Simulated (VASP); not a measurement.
# Yb (Pm-3m) in VASP: notebook

Yb is run at these levels: LDA; tasks: single point.

All numbers are computed with VASP 6.6.1; they aren't measurements. Logs are shortened: lines on timing, memory, paths and dates and some standing lists are left out, and cuts for length are marked.

### Step 1. The cell of the first run

The structure is cubic, space group Pm-3m (No. 221). Conventional cell: a = 3.087 Å, b = 3.087 Å, c = 3.087 Å, α = 90.00°, β = 90.00°, γ = 90.00°. Within 4.1 Å of Yb (site symmetry m-3m) lie 6 Yb at 3.09 Å.

This isn't the form of Yb at room conditions, which is fcc.

### Step 2. Single point, LDA (29.42 Å³/atom)

Input file INCAR:

```
SYSTEM = Yb
ALGO = Normal
EDIFF = 1E-6
ENCUT = 520
GGA = CA
ISIF = 2
ISMEAR = -1
LASPH = .True.
LCHARG = .False.
LREAL = .False.
LWAVE = .False.
NBANDS = 18
NELM = 100
PREC = Accurate
SIGMA = 0.1
```

Input file KPOINTS:

```
k-points
0
Gamma
  11 11 11
  0 0 0
```

Input file POSCAR:

```
Yb
1.0
    3.0869307569      0.0000000000      0.0000000000
    0.0000000000      3.0869307569      0.0000000000
    0.0000000000      0.0000000000      3.0869307569
Yb
1
Direct
    0.0000000000      0.0000000000      0.0000000000
```

Potentials or basis: VASP PAW PBE potentials, release 64 (Yb).

Launch:

```bash
cat potpaw_PBE.64/Yb/POTCAR > POTCAR
mpirun -np 1 vasp_std > vasp.out
```

OUTCAR:

```text
SYSTEM = Yb
   EDIFF = 1E-6
   ENCUT = 520
   GGA = CA
   ISIF = 2
   ISMEAR = -1
   LASPH = .True.
   LREAL = .False.
   NELM = 100
   PREC = Accurate

 ion  position               nearest neighbor table
   1  0.000  0.000  0.000-

  LATTYP: Found a simple cubic cell.
 ALAT       =     3.0869307569

  Lattice vectors:

 A1 = (   3.0869307569,   0.0000000000,   0.0000000000)
 A2 = (   0.0000000000,   3.0869307569,   0.0000000000)
 A3 = (   0.0000000000,   0.0000000000,   3.0869307569)

Analysis of symmetry for initial positions (statically):
=====================================================================
 Subroutine PRICEL returns:
 Original cell was already a primitive cell.

 Routine SETGRP: Setting up the symmetry group for a
 simple cubic supercell.

 Subroutine GETGRP returns: Found 48 space group operations
 (whereof 48 operations were pure point group operations)
 out of a pool of 48 trial point group operations.

The static configuration has the point symmetry O_h .

Analysis of symmetry for dynamics (positions and initial velocities):
=====================================================================
 Subroutine PRICEL returns:
 Original cell was already a primitive cell.

 Routine SETGRP: Setting up the symmetry group for a
 simple cubic supercell.

 Subroutine GETGRP returns: Found 48 space group operations
 (whereof 48 operations were pure point group operations)
 out of a pool of 48 trial point group operations.

The dynamic configuration has the point symmetry O_h .

 Subroutine INISYM returns: Found 48 space group operations
 (whereof 48 operations are pure point group operations),
 and found     1 'primitive' translations

----------------------------------------------------------------------------------------

                                     Primitive cell

  volume of cell :      29.4158

  direct lattice vectors                    reciprocal lattice vectors
     3.086930757  0.000000000  0.000000000     0.323946366  0.000000000  0.000000000
     0.000000000  3.086930757  0.000000000     0.000000000  0.323946366  0.000000000
     0.000000000  0.000000000  3.086930757     0.000000000  0.000000000  0.323946366

  length of vectors
     3.086930757  3.086930757  3.086930757     0.323946366  0.323946366  0.323946366

  position of ions in fractional coordinates (direct lattice)
     0.000000000  0.000000000  0.000000000

  ion indices of the primitive-cell ions
   primitive index   ion index
                 1           1

----------------------------------------------------------------------------------------

 KPOINTS: k-points

Automatic generation of k-mesh.
 Grid dimensions read from file:
 generate k-points for:   11   11   11

 Generating k-lattice:

  Cartesian coordinates                     Fractional coordinates (reciprocal lattice)
     0.029449670  0.000000000  0.000000000     0.090909091  0.000000000  0.000000000
     0.000000000  0.029449670  0.000000000     0.000000000  0.090909091  0.000000000
     0.000000000  0.000000000  0.029449670     0.000000000  0.000000000  0.090909091

  Length of vectors
     0.029449670  0.029449670  0.029449670

  Shift w.r.t. Gamma in fractional coordinates (k-lattice)
     0.000000000  0.000000000  0.000000000

 Subroutine IBZKPT returns following result:
 ===========================================

 Found     56 irreducible k-points:

 Following reciprocal coordinates:
            Coordinates               Weight
  0.000000  0.000000  0.000000      1.000000
  0.090909  0.000000  0.000000      6.000000
  0.181818  0.000000  0.000000      6.000000
  0.272727  0.000000  0.000000      6.000000
  0.363636  0.000000  0.000000      6.000000
  0.454545  0.000000  0.000000      6.000000
[... 16 lines left out ...]
  0.181818  0.090909  0.090909     24.000000
  0.272727  0.090909  0.090909     24.000000
 [... further k-points ...]
   k-points           NKPTS =     56   k-points in BZ     NKDIM =     56   number of bands    NBANDS=     18
   number of dos      NEDOS =    301   number of ions     NIONS =      1
   total plane-waves  NPLWV =  13824
   dimension x,y,z NGX =    24 NGY =   24 NGZ =   24
   dimension x,y,z NGXF=    48 NGYF=   48 NGZF=   48
   ions per type =               1
   NGX,Y,Z   is equivalent  to a cutoff of  12.93, 12.93, 12.93 a.u.
   NGXF,Y,Z  is equivalent  to a cutoff of  25.85, 25.85, 25.85 a.u.
 SYSTEM =  Yb
   PREC   = accura    normal or accurate (medium, high low for compatibility)
   ISTART =      0    job   : 0-new  1-cont  2-samecut
   ICHARG =      2    charge: 1-file 2-atom 10-const
   ISPIN  =      1    spin polarized calculation?
   LNONCOLLINEAR =      F non collinear calculations
   LSORBIT =      F    spin-orbit coupling
   LASPH  =      T    aspherical Exc in radial PAW
   ENCUT  =  520.0 eV  38.22 Ry    6.18 a.u.   5.74  5.74  5.74*2*pi/ulx,y,z
   NELM   =    100;   NELMIN=  2; NELMDL= -5     # of ELM steps
   EDIFF  = 0.1E-05   stopping-criterion for ELM
   LREAL  =      F    real-space projection
[... 7 lines left out ...]
   TEBEG  =    0.0;   TEEND  =   0.0 temperature during run
   PSTRESS=    0.0 pullay stress
   NELECT =      24.0000    total number of electrons
   NUPDOWN=      -1.0000    fix difference up-down
   EMIN   =  10.00;   EMAX   =-10.00  energy-range for DOS
   EFERMI =   0.00;   METHOD = LEGACY
   ISMEAR =    -1;   SIGMA  =   0.10  broadening in eV -4-tet -1-fermi 0-gaus
   EFERMI_NEDOS =   21; number of points for ismear=-14 and -15
   IALGO  =     38    algorithm
   IMIX   =      4    mixing-type and parameters
     AMIX     =   0.40;   BMIX     =  1.00
     AMIX_MAG =   1.60;   BMIX_MAG =  1.00
  volume/ion in A,a.u.               =      29.42       198.51
  Fermi-wavevector in a.u.,A,eV,Ry     =   1.529743  2.890794 31.839162  2.340112
  Thomas-Fermi vector in A             =   2.637321
   LORBIT       =      0    0 simple, 1 ext, 2 COOP (PROOUT), +10 PAW based schemes
   GGA     = CA    functional components
   LHFCALC =     F    Hartree Fock is set to
   AEXX    =    0.0000 exact exchange contribution
   IVDW    =     0    specifies the selected vdW correction
   LEPSILON=     F    determine dielectric tensor
   LRPA    =     F    only Hartree local field effects (RPA)
 non-spin polarized calculation
  energy-cutoff  :      520.00
  volume of cell :       29.42
 maximum number of plane-waves:       812
 NGX is ok and might be reduce to    24
   NGX = 11   NGY = 11   NGZ = 11

 number of electron      23.9999984 magnetization

 Free energy of the ion-electron system (eV)
  ---------------------------------------------------
  ext. energy  EPLUGINS =         0.00000000
  ---------------------------------------------------
  free energy    TOTEN  =        -3.69473505 eV

  energy without entropy =       -3.64171550  energy(sigma->0) =       -3.66822527

 E-fermi :   1.8004     XC(G=0): -10.6716

 val. band max:        1.7362774487   @ k =   0.4545   0.2727   0.0000
 cond. band min:       1.8988623020   @ k =   0.4545   0.4545   0.4545
 fundamental gap:      0.1625848533
 Fermi energy:         1.8003767211

 k-point     1 :       0.0000    0.0000    0.0000
  band No.  band energies     occupation
      1     -49.7463      2.00000
      2     -21.8311      2.00000
      3     -21.8311      2.00000
      4     -21.8311      2.00000
      5      -3.4800      2.00000
      6       1.1778      1.99605
[... 10 lines left out ...]
     17       9.7769      0.00000
     18      13.8713      0.00000

 k-point     2 :       0.0909    0.0000    0.0000
  band No.  band energies     occupation
      1     -49.7414      2.00000
      2     -21.9160      2.00000
      3     -21.8240      2.00000
      4     -21.8240      2.00000
      5      -3.2801      2.00000
      6       1.1620      1.99663
[... 10 lines left out ...]
     17       9.8082      0.00000
     18      12.9319      0.00000

 k-point     3 :       0.1818    0.0000    0.0000
  band No.  band energies     occupation
      1     -49.7283      2.00000
      2     -22.1373      2.00000
      3     -21.8048      2.00000
      4     -21.8048      2.00000
      5      -2.7283      2.00000
      6       1.1289      1.99758
[... 10 lines left out ...]
     17       9.8932      0.00000
     18      11.5414      0.00000

 k-point     4 :       0.2727    0.0000    0.0000
  band No.  band energies     occupation
      1     -49.7110      2.00000
      2     -22.4146      2.00000
      3     -21.7795      2.00000
      4     -21.7795      2.00000
      5      -1.9403      2.00000
      6       1.0939      1.99829
[... 10 lines left out ...]
     17      10.0076      0.00000
     18      10.7900      0.00000

 k-point     5 :       0.3636    0.0000    0.0000
  band No.  band energies     occupation
      1     -49.6950      2.00000
      2     -22.6583      2.00000
      3     -21.7561      2.00000
      4     -21.7561      2.00000
      5      -1.0602      2.00000
      6       1.0526      1.99887
[... 10 lines left out ...]
     17      10.1158      0.00000
     18      11.1358      0.00000

 k-point     6 :       0.4545    0.0000    0.0000
  band No.  band energies     occupation
      1     -49.6855      2.00000
      2     -22.7985      2.00000
      3     -21.7422      2.00000
      4     -21.7422      2.00000
      5      -0.3327      2.00000
      6       0.9898      1.99940
[... 10 lines left out ...]
     17      10.1816      0.00000
     18      12.1764      0.00000

 k-point     7 :       0.0909    0.0909    0.0000
  band No.  band energies     occupation
      1     -49.7365      2.00000
      2     -21.9142      2.00000
      3     -21.9026      2.00000
      4     -21.8169      2.00000
      5      -3.0808      2.00000
      6       1.1581      1.99676
[... 10 lines left out ...]
     17       9.4867      0.00000
     18      13.4211      0.00000

 k-point     8 :       0.1818    0.0909    0.0000
  band No.  band energies     occupation
      1     -49.7234      2.00000
      2     -22.1291      2.00000
      3     -21.8878      2.00000
      4     -21.7978      2.00000
      5      -2.5316      2.00000
      6       1.1301      1.99755
[... 10 lines left out ...]
     17       9.4788      0.00000
     18      12.0966      0.00000
[... 229 lines left out ...]
     17       7.3679      0.00000
     18      12.0333      0.00000

 k-point    20 :       0.4545    0.3636    0.0000
  band No.  band energies     occupation
      1     -49.6355      2.00000
      2     -22.6805      2.00000
      3     -22.5245      2.00000
      4     -21.6713      2.00000
      5       0.4048      2.00000
      6       1.0657      1.99871
[... 10 lines left out ...]
     17       7.3737      0.00000
     18      12.0549      0.00000

 k-point    21 :       0.4545    0.4545    0.0000
  band No.  band energies     occupation
      1     -49.6262      2.00000
      2     -22.6595      2.00000
      3     -22.6569      2.00000
      4     -21.6582      2.00000
      5       0.1884      2.00000
      6       1.0652      1.99872
[... 10 lines left out ...]
     17       7.0177      0.00000
     18      12.0208      0.00000

 k-point    22 :       0.0909    0.0909    0.0909
  band No.  band energies     occupation
      1     -49.7317      2.00000
      2     -21.9123      2.00000
      3     -21.8952      2.00000
      4     -21.8952      2.00000
      5      -2.8822      2.00000
      6       1.1641      1.99656
[... 10 lines left out ...]
     17       8.9390      0.00000
     18      13.7430      0.00000

 k-point    23 :       0.1818    0.0909    0.0909
  band No.  band energies     occupation
      1     -49.7186      2.00000
      2     -22.1210      2.00000
      3     -21.8854      2.00000
      4     -21.8753      2.00000
      5      -2.3359      2.00000
      6       1.1346      1.99743
[... 10 lines left out ...]
     17       8.9921      0.00000
     18      12.6447      0.00000

 k-point    24 :       0.2727    0.0909    0.0909
  band No.  band energies     occupation
      1     -49.7013      2.00000
      2     -22.3956      2.00000
      3     -21.8589      2.00000
      4     -21.8490      2.00000
      5      -1.5578      2.00000
      6       1.0992      1.99820
[... 10 lines left out ...]
     17       9.1391      0.00000
     18      11.6806      0.00000

 [... further k-points ...]

------------------------ aborting loop because EDIFF is reached ----------------------------------------

  FORCE on cell =-STRESS in cart. coord.  units (eV):
  Direction    XX          YY          ZZ          XY          YZ          ZX
  --------------------------------------------------------------------------------------
  -------------------------------------------------------------------------------------
  Total        0.0435164      0.0435164      0.0435164      0.0000000     -0.0000000     -0.0000000
  in kB        2.3701891      2.3701891      2.3701891      0.0000000     -0.0000000     -0.0000000
  external PRESSURE =       2.3701891 kB  Pullay stress =       0.0000000 kB

 VOLUME and BASIS-vectors are now :
 -----------------------------------------------------------------------------
  energy-cutoff  :      520.00
  volume of cell :       29.42
      direct lattice vectors                 reciprocal lattice vectors
     3.086930757  0.000000000  0.000000000     0.323946366  0.000000000  0.000000000
     0.000000000  3.086930757  0.000000000     0.000000000  0.323946366  0.000000000
     0.000000000  0.000000000  3.086930757     0.000000000  0.000000000  0.323946366

 POSITION                                       TOTAL-FORCE (eV/Angst)
 -----------------------------------------------------------------------------------
      0.00000      0.00000      0.00000         0.000000      0.000000      0.000000
 -----------------------------------------------------------------------------------
    total drift:                               -0.000000     -0.000000      0.000000

  FREE ENERGIE OF THE ION-ELECTRON SYSTEM (eV)
  ---------------------------------------------------
  free  energy   TOTEN  =        -3.6947350493 eV

  energy  without entropy=       -3.6417154964  energy(sigma->0) =       -3.66822527
```

It took 28 s on 1 thread of Intel Xeon Platinum 8488C (Sapphire Rapids), shared host; peak memory 0.15 GiB.

What came out:

```yaml
Free_energy: -3.6947 eV
Pressure: 0.2 GPa
Band_gap_on_the_k_mesh: zero (filled and empty bands touch)
```

Levels at points of the mesh, in eV from the Fermi level:
| k point | band 10 | band 11 | band 12 | band 13 | band 14 | band 15 |
| --- | --- | --- | --- | --- | --- | --- |
| (0.00, 0.00, 0.00) | -0.58 | -0.58 | -0.47 | 0.16 | 0.16 | 7.98 |

Caveat: the PAW data sets were made with another functional, which shifts forces and pressure a little; spin-orbit coupling is left out, which moves the levels of the heavy elements. Spin polarisation is off, so any magnetic state and its effect on volume and gap are missing.

(Continued in part 2 of 2.)

The gap in the log of VASP goes by the Fermi energy; the results here count the filled bands.